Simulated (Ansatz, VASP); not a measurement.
Two plane-wave programs on SiC

```xyz
12
Lattice="3.0742 0.0000 0.0000 -1.5371 2.6624 0.0000 0.0000 0.0000 15.0682" Properties=species:S:1:pos:R:3 pbc="T T T"
Si    1.5371    0.8875    6.9057
Si    0.0000    1.7749   14.4398
Si    1.5371    0.8875   11.9295
Si    0.0000    1.7749    4.3954
Si    0.0000    0.0000    9.4176
Si    0.0000    0.0000    1.8835
C     1.5371    0.8875    5.0222
C     0.0000    1.7749   12.5563
C     1.5371    0.8875   10.0460
C     0.0000    1.7749    2.5119
C     0.0000    0.0000    7.5341
C     0.0000    0.0000    0.0000
```

Alike in both runs: task single point; functional PBEsol; dispersion D4; k mesh 10 × 10 × 2; occupations fermi-dirac, width 0.05 eV; no spin polarisation.

|  | VASP | Ansatz |
| --- | --- | --- |
| version | VASP 6.6.1 | Ansatz 0.2.0 |
| potentials or method | VASP PAW PBE potentials, release 64 (Si, C) | Ansatz PAW |
| plane-wave cutoff (eV) | 520 | 420 |
| valence electrons in the cell | 48 | 48 |

Ansatz gave:

```
gap on the k mesh at the Fermi level (eV)                     : 1.91
least direct gap on the mesh (eV)                             : 3.02
pressure (GPa)                                                : -1.2
traceless stress, the component that is largest in VASP (GPa) : 0.52
rms of the force components (eV/Å)                            : 0.040
```

Q: Estimate VASP's values.

A: gap on the k mesh at the Fermi level (eV): 1.90; least direct gap on the mesh (eV): 3.01; pressure (GPa): -0.9; traceless stress, the component that is largest in VASP (GPa): 0.53; rms of the force components (eV/Å): 0.040.

VASP's potentials were made for PBE, not for PBEsol. Atom by atom the forces differ by 0.000 eV/Å (rms over components).
